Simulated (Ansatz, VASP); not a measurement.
One calculation of AlGa3N4, two programs

```
CELL_PARAMETERS angstrom
4.42675 -0.15494 -0.15494
-0.15494 4.42675 -0.15494
-0.15494 -0.15494 4.42675
ATOMIC_POSITIONS crystal
Al 0.00000 0.00000 0.00000
Ga 0.50000 0.50000 0.00000
Ga 0.50000 0.00000 0.50000
Ga 0.00000 0.50000 0.50000
N 0.75481 0.75481 0.24519
N 0.75481 0.24519 0.75481
N 0.24519 0.75481 0.75481
N 0.24519 0.24519 0.24519
```

Change from the starting cell: equal engineering shear yz, xz and xy -0.0700, equal normal strain along x, y and z +0.0000.

Alike in both runs: task single point; functional LDA; k mesh 6 × 6 × 6; occupations gaussian, width 0.05 eV; no spin polarisation.

|  | VASP | Ansatz |
| --- | --- | --- |
| version | VASP 6.6.1 | Ansatz 0.2.0 |
| potentials or method | VASP PAW LDA potentials, release 64 (Al, Ga_d, N), cutoff 520 eV | scalar-relativistic, plane waves, PAW |
| valence electrons in the cell | 62 | 62 |

Ansatz gave:

| Item | Value |
| --- | --- |
| gap on the k mesh at the Fermi level (eV) | 2.14 |
| least direct gap on the mesh (eV) | 2.14 |
| pressure (GPa) | 4.4 |
| traceless stress, the component that is largest in VASP (GPa) | 16.97 |
| rms of the force components (eV/Å) | 1.040 |

Task: Estimate VASP's values.

Result: gap on the k mesh at the Fermi level (eV): 2.15; least direct gap on the mesh (eV): 2.15; pressure (GPa): 5.5; traceless stress, the component that is largest in VASP (GPa): 17.22; rms of the force components (eV/Å): 1.071.

Ansatz warns that its potentials were made for another functional, while VASP's fit it. LDA's correlation is that of Perdew and Zunger in VASP and of Perdew and Wang (1992) in Ansatz. Atom by atom the forces differ by 0.033 eV/Å (rms over components).
